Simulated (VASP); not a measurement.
# Ga (P6_3/mmc) in VASP: a series of runs

Ga is run at these levels: PBE; tasks: relaxation of cell and atoms.

All numbers are computed with VASP 6.6.1; they aren't measurements. Logs are shortened: lines on timing, memory, paths and dates and some standing lists are left out, and cuts for length are marked.

## (1) The cell of the first run

Symmetry: P6_3/mmc, No. 194, hexagonal system. Conventional cell: a = 2.969 Å, b = 2.969 Å, c = 9.941 Å, α = 90.00°, β = 90.00°, γ = 120.00°. Within 3.9 Å of Ga (site symmetry -3m) lie 12 Ga at 2.97 to 3.02 Å. Ga (site symmetry -6m2) has 12 Ga at 2.97 to 3.02 Å within 3.9 Å.

This isn't the form of Ga at room conditions, which is orthorhombic.

## (2) Relaxation of cell and atoms, PBE

File INCAR:

```
SYSTEM = Ga
PREC = Accurate
ENCUT = 600
EDIFF = 1E-7
ISMEAR = 0
SIGMA = 0.1
LREAL = .FALSE.
LASPH = .TRUE.
NELM = 60
ALGO = Fast
ISIF = 3
LWAVE = .FALSE.
LCHARG = .FALSE.
GGA = PE
IBRION = 2
NSW = 100
EDIFFG = -0.01
```

File KPOINTS:

```
regular mesh
0
G
  18 18 6
  0 0 0
```

File POSCAR:

```
Ga
1.0
    2.9694545298      0.0000000000      0.0000000000
   -1.4847272649      2.5716230582      0.0000000000
    0.0000000000      0.0000000000      9.9411211728
Ga
4
Direct
    0.0000000000      0.0000000000      0.0000000000
    0.0000000000      0.0000000000      0.5000000000
    0.3333333333      0.6666666667      0.7500000000
    0.6666666667      0.3333333333      0.2500000000
```

Potentials or basis: VASP PAW PBE potentials, release 64 (Ga_d).

Command:

```sh
$ cat potpaw_PBE.64/Ga_d/POTCAR > POTCAR
$ mpirun -np 1 vasp_std > vasp.out
```

OUTCAR:

```text
SYSTEM = Ga
   PREC = Accurate
   ENCUT = 600
   EDIFF = 1E-7
   ISMEAR = 0
   LREAL = .FALSE.
   LASPH = .TRUE.
   NELM = 60
   ISIF = 3
   GGA = PE
   IBRION = 2
   NSW = 100
   EDIFFG = -0.01

 ion  position               nearest neighbor table
   1  0.000  0.000  0.000-
   2  0.000  0.000  0.500-
   3  0.333  0.667  0.750-
   4  0.667  0.333  0.250-

  LATTYP: Found a hexagonal cell.
 ALAT       =     2.9694545298
 C/A-ratio  =     3.3477937019

  Lattice vectors:

 A1 = (   2.9694545298,   0.0000000000,   0.0000000000)
 A2 = (  -1.4847272649,   2.5716230582,   0.0000000000)
 A3 = (   0.0000000000,   0.0000000000,   9.9411211728)

Analysis of symmetry for initial positions (statically):
=====================================================================
 Subroutine PRICEL returns:
 Original cell was already a primitive cell.

 Routine SETGRP: Setting up the symmetry group for a
 hexagonal supercell.

 Subroutine GETGRP returns: Found 24 space group operations
 (whereof 12 operations were pure point group operations)
 out of a pool of 24 trial point group operations.

The static configuration has the point symmetry D_3d.
 The point group associated with its full space group is D_6h.

Analysis of symmetry for dynamics (positions and initial velocities):
=====================================================================
 Subroutine PRICEL returns:
 Original cell was already a primitive cell.

 Routine SETGRP: Setting up the symmetry group for a
 hexagonal supercell.

 Subroutine GETGRP returns: Found 24 space group operations
 (whereof 12 operations were pure point group operations)
 out of a pool of 24 trial point group operations.

The dynamic configuration has the point symmetry D_3d.
 The point group associated with its full space group is D_6h.

 Subroutine INISYM returns: Found 24 space group operations
 (whereof 12 operations are pure point group operations),
 and found     1 'primitive' translations

----------------------------------------------------------------------------------------

                                     Primitive cell

  volume of cell :      75.9136

  direct lattice vectors                    reciprocal lattice vectors
     2.969454530  0.000000000  0.000000000     0.336762186  0.194429739  0.000000000
    -1.484727265  2.571623058  0.000000000     0.000000000  0.388859478  0.000000000
     0.000000000  0.000000000  9.941121173     0.000000000  0.000000000  0.100592276

  length of vectors
     2.969454530  2.969454530  9.941121173     0.388859478  0.388859478  0.100592276

  position of ions in fractional coordinates (direct lattice)
     0.000000000  0.000000000  0.000000000
     0.000000000  0.000000000  0.500000000
     0.333333333  0.666666667  0.750000000
     0.666666667  0.333333333  0.250000000

  ion indices of the primitive-cell ions
   primitive index   ion index
                 1           1
                 2           2
                 3           3
                 4           4

----------------------------------------------------------------------------------------

 KPOINTS: regular mesh

Automatic generation of k-mesh.
 Grid dimensions read from file:
 generate k-points for:   18   18    6

 Generating k-lattice:

  Cartesian coordinates                     Fractional coordinates (reciprocal lattice)
     0.018709010  0.010801652  0.000000000     0.055555556  0.000000000  0.000000000
     0.000000000  0.021603304  0.000000000     0.000000000  0.055555556  0.000000000
     0.000000000  0.000000000  0.016765379     0.000000000  0.000000000  0.166666667

  Length of vectors
     0.021603304  0.021603304  0.016765379

  Shift w.r.t. Gamma in fractional coordinates (k-lattice)
     0.000000000  0.000000000  0.000000000

 Subroutine IBZKPT returns following result:
 ===========================================

 Found    148 irreducible k-points:

 Following reciprocal coordinates:
            Coordinates               Weight
  0.000000  0.000000  0.000000      1.000000
  0.055556  0.000000  0.000000      6.000000
  0.111111  0.000000  0.000000      6.000000
  0.166667  0.000000  0.000000      6.000000
  0.222222  0.000000  0.000000      6.000000
  0.277778  0.000000  0.000000      6.000000
[... 16 lines left out ...]
  0.333333  0.111111  0.000000     12.000000
  0.388889  0.111111  0.000000     12.000000
 [... further k-points ...]
   k-points           NKPTS =    148   k-points in BZ     NKDIM =    148   number of bands    NBANDS=     31
   number of dos      NEDOS =    301   number of ions     NIONS =      4
   total plane-waves  NPLWV =  46080
   dimension x,y,z NGX =    24 NGY =   24 NGZ =   80
   dimension x,y,z NGXF=    48 NGYF=   48 NGZF=  160
   ions per type =               4
   NGX,Y,Z   is equivalent  to a cutoff of  13.44, 13.44, 13.38 a.u.
   NGXF,Y,Z  is equivalent  to a cutoff of  26.87, 26.87, 26.76 a.u.
 SYSTEM =  Ga
   PREC   = accura    normal or accurate (medium, high low for compatibility)
   ISTART =      0    job   : 0-new  1-cont  2-samecut
   ICHARG =      2    charge: 1-file 2-atom 10-const
   ISPIN  =      1    spin polarized calculation?
   LNONCOLLINEAR =      F non collinear calculations
   LSORBIT =      F    spin-orbit coupling
   LASPH  =      T    aspherical Exc in radial PAW
   ENCUT  =  600.0 eV  44.10 Ry    6.64 a.u.   5.93  5.93 19.85*2*pi/ulx,y,z
   NELM   =     60;   NELMIN=  2; NELMDL= -5     # of ELM steps
   EDIFF  = 0.1E-06   stopping-criterion for ELM
   LREAL  =      F    real-space projection
   EDIFFG = -.1E-01   stopping-criterion for IOM
   NSW    =    100    number of steps for IOM
   IBRION =      2    ionic relax: 0-MD 1-quasi-New 2-CG
   NFREE  =      1    steps in history (QN), initial steepest desc. (CG)
   ISIF   =      3    stress and relaxation
   ISYM   =      2    0-nonsym 1-usesym 2-fastsym
   POTIM  = 0.5000    time-step for ionic-motion
   TEBEG  =    0.0;   TEEND  =   0.0 temperature during run
   PSTRESS=    0.0 pullay stress
   NELECT =      52.0000    total number of electrons
   NUPDOWN=      -1.0000    fix difference up-down
   EMIN   =  10.00;   EMAX   =-10.00  energy-range for DOS
   EFERMI =   0.00;   METHOD = LEGACY
   ISMEAR =     0;   SIGMA  =   0.10  broadening in eV -4-tet -1-fermi 0-gaus
   EFERMI_NEDOS =   21; number of points for ismear=-14 and -15
   IALGO  =     68    algorithm
   IMIX   =      4    mixing-type and parameters
     AMIX     =   0.40;   BMIX     =  1.00
     AMIX_MAG =   1.60;   BMIX_MAG =  1.00
  volume/ion in A,a.u.               =      18.98       128.07
  Fermi-wavevector in a.u.,A,eV,Ry     =   1.443121  2.727104 28.335479  2.082599
  Thomas-Fermi vector in A             =   2.561565
   LORBIT       =      0    0 simple, 1 ext, 2 COOP (PROOUT), +10 PAW based schemes
   GGA     = PE    functional components
   LHFCALC =     F    Hartree Fock is set to
   AEXX    =    0.0000 exact exchange contribution
   IVDW    =     0    specifies the selected vdW correction
   LEPSILON=     F    determine dielectric tensor
   LRPA    =     F    only Hartree local field effects (RPA)
 conjugate gradient relaxation of ions
 non-spin polarized calculation
 RMM-DIIS sequential band-by-band and
 Gauss-broadening in eV      SIGMA  =   0.10
  energy-cutoff  :      600.00
  volume of cell :       75.91
 maximum number of plane-waves:      2558
 NGX is ok and might be reduce to    24
   NGX = 11   NGY = 11   NGZ = 39

 number of electron      52.0000032 magnetization

 Free energy of the ion-electron system (eV)
  ---------------------------------------------------
  ext. energy  EPLUGINS =         0.00000000
  ---------------------------------------------------
  free energy    TOTEN  =       -11.54502491 eV

  energy without entropy =      -11.53809731  energy(sigma->0) =      -11.54156111

 E-fermi :   5.4994     XC(G=0): -10.9906

 val. band max:        5.4959382396   @ k =   0.2778   0.2778   0.1667
 cond. band min:       5.5034636152   @ k =   0.3889   0.0000   0.0000
 fundamental gap:      0.0075253755
 Fermi energy:         5.4994305718

 k-point     1 :       0.0000    0.0000    0.0000
  band No.  band energies     occupation
      1      -9.4714      2.00000
      2      -9.4404      2.00000
      3      -9.4225      2.00000
      4      -9.4073      2.00000
      5      -9.3936      2.00000
      6      -9.3936      2.00000
[... 23 lines left out ...]
     30      16.4609      0.00000
     31      16.6347      0.00000

 k-point     2 :       0.0556    0.0000    0.0000
  band No.  band energies     occupation
      1      -9.4665      2.00000
      2      -9.4370      2.00000
      3      -9.4221      2.00000
      4      -9.4044      2.00000
      5      -9.3954      2.00000
      6      -9.3882      2.00000
[... 23 lines left out ...]
     30      15.7995      0.00000
     31      15.9433      0.00000

 k-point     3 :       0.1111    0.0000    0.0000
  band No.  band energies     occupation
      1      -9.4564      2.00000
      2      -9.4310      2.00000
      3      -9.4236      2.00000
      4      -9.3982      2.00000
      5      -9.3981      2.00000
      6      -9.3896      2.00000
[... 23 lines left out ...]
     30      14.0633      0.00000
     31      14.2494      0.00000

 k-point     4 :       0.1667    0.0000    0.0000
  band No.  band energies     occupation
      1      -9.4579      2.00000
      2      -9.4335      2.00000
      3      -9.4263      2.00000
      4      -9.3966      2.00000
      5      -9.3959      2.00000
      6      -9.3800      2.00000
[... 23 lines left out ...]
     30      12.1219      0.00000
     31      13.3782      0.00000

 k-point     5 :       0.2222    0.0000    0.0000
  band No.  band energies     occupation
      1      -9.4748      2.00000
      2      -9.4454      2.00000
      3      -9.4362      2.00000
      4      -9.4012      2.00000
      5      -9.3996      2.00000
      6      -9.3767      2.00000
[... 23 lines left out ...]
     30      10.4231      0.00000
     31      12.5916      0.00000
[... 542 lines left out ...]
     30      10.3613      0.00000
     31      10.4166      0.00000

 k-point    22 :       0.2778    0.1111    0.0000
  band No.  band energies     occupation
      1      -9.4926      2.00000
      2      -9.4604      2.00000
      3      -9.4521      2.00000
      4      -9.4406      2.00000
      5      -9.4177      2.00000
      6      -9.3826      2.00000
[... 23 lines left out ...]
     30      10.1751      0.00000
     31      10.3921      0.00000

 k-point    23 :       0.3333    0.1111    0.0000
  band No.  band energies     occupation
      1      -9.5084      2.00000
      2      -9.4774      2.00000
      3      -9.4606      2.00000
      4      -9.4545      2.00000
      5      -9.4313      2.00000
      6      -9.3937      2.00000
[... 23 lines left out ...]
     30       9.1675      0.00000
     31       9.8239      0.00000

 k-point    24 :       0.3889    0.1111    0.0000
  band No.  band energies     occupation
      1      -9.5187      2.00000
      2      -9.4906      2.00000
      3      -9.4648      2.00000
      4      -9.4616      2.00000
      5      -9.4432      2.00000
      6      -9.4012      2.00000
[... 23 lines left out ...]
     30       8.6236      0.00000
     31       8.8748      0.00000

 [... further k-points ...]

------------------------ aborting loop because EDIFF is reached ----------------------------------------

  FORCE on cell =-STRESS in cart. coord.  units (eV):
  Direction    XX          YY          ZZ          XY          YZ          ZX
  --------------------------------------------------------------------------------------
  -------------------------------------------------------------------------------------
  Total        0.0293808      0.0293808      0.0158479      0.0000000     -0.0000000      0.0000000
  in kB        0.6200902      0.6200902      0.3344734      0.0000000     -0.0000000      0.0000000
  external PRESSURE =       0.5248846 kB  Pullay stress =       0.0000000 kB

 VOLUME and BASIS-vectors are now :
 -----------------------------------------------------------------------------
  energy-cutoff  :      600.00
  volume of cell :       75.91
      direct lattice vectors                 reciprocal lattice vectors
     2.969454530  0.000000000  0.000000000     0.336762186  0.194429739  0.000000000
    -1.484727265  2.571623058  0.000000000     0.000000000  0.388859478  0.000000000
     0.000000000  0.000000000  9.941121173     0.000000000  0.000000000  0.100592276

 POSITION                                       TOTAL-FORCE (eV/Angst)
 -----------------------------------------------------------------------------------
      0.00000      0.00000      0.00000        -0.000000      0.000000      0.000000
      0.00000      0.00000      4.97056        -0.000000      0.000000      0.000000
     -0.00000      1.71442      7.45584         0.000000      0.000000     -0.000000
      1.48473      0.85721      2.48528         0.000000     -0.000000     -0.000000
 -----------------------------------------------------------------------------------
    total drift:                                0.000000      0.000000     -0.000000

  FREE ENERGIE OF THE ION-ELECTRON SYSTEM (eV)
  ---------------------------------------------------
  free  energy   TOTEN  =       -11.5450249098 eV

  energy  without entropy=      -11.5380973066  energy(sigma->0) =      -11.54156111

 reached required accuracy - stopping structural energy minimisation
```

Wall time 10 min (1 thread of Intel Xeon 8259CL, shared host); peak memory 0.43 GiB.

What came out:

| Property | Result |
| --- | --- |
| Free energy | -11.5450 eV |
| Pressure after relaxing | 0.1 GPa |
| Band gap on the k mesh | zero (bands 26 and 27 overlap by 5.34 eV) |

Final structure:
```
Ga
1.0
     2.96945    0.00000    0.00000
    -1.48473    2.57162    0.00000
     0.00000    0.00000    9.94112
Ga
4
Cartesian
  0.0000 0.0000 0.0000
  0.0000 0.0000 4.9706
  0.0000 1.7144 7.4558
  1.4847 0.8572 2.4853
```

Levels at points of the mesh, in eV from the Fermi level:
```csv
k point,band 23,band 24,band 25,band 26,band 27,band 28,band 29,band 30
"(0.00, 0.00, 0.00)",-9.43,-5.25,-4.03,3.15,3.16,10.09,10.15,10.96
"(0.50, 0.00, 0.00)",-3.92,-3.50,-3.42,-3.23,0.27,0.36,1.53,2.48
"(0.00, 0.00, 0.50)",-7.47,-7.47,-1.05,-1.05,7.93,7.93,10.34,10.35
"(0.50, 0.00, 0.50)",-4.43,-4.43,-1.84,-1.84,-1.43,-1.43,3.94,3.94
```

(Continued in part 2 of 2.)

The gap in the log of VASP goes by the Fermi energy; the results here count the filled bands.